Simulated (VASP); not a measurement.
Crystal: Mo.

```
CELL_PARAMETERS angstrom
-1.58645 1.58645 1.58645
1.58645 -1.58645 1.58645
1.58645 1.58645 -1.58645
ATOMIC_POSITIONS crystal
Mo 0.00000 0.00000 0.00000
```

Base run:

* Program: VASP 6.6.1
* Functional: revPBE
* Potentials or basis: VASP PAW PBE potentials, release 64 (Mo_sv)
* Cutoff: 520 eV
* k mesh: 14 × 14 × 14
* Occupations: fermi-dirac, width 0.1 eV
* Spin: no spin polarisation

Its results: band gap on the k mesh zero (band 7 reaches 16.14 eV, above the bottom of band 8 at 10.97 eV); pressure 0.5 GPa.

Task: The run is repeated on the same cell with these changes: k mesh from 14 × 14 × 14 to 23 × 23 × 23. What comes out?

Result: Band gap on the k mesh zero (band 7 reaches 16.03 eV, above the bottom of band 8 at 10.98 eV); pressure 0.1 GPa.

Caveats: the PAW data sets were made with another functional, which shifts forces and pressure a little.
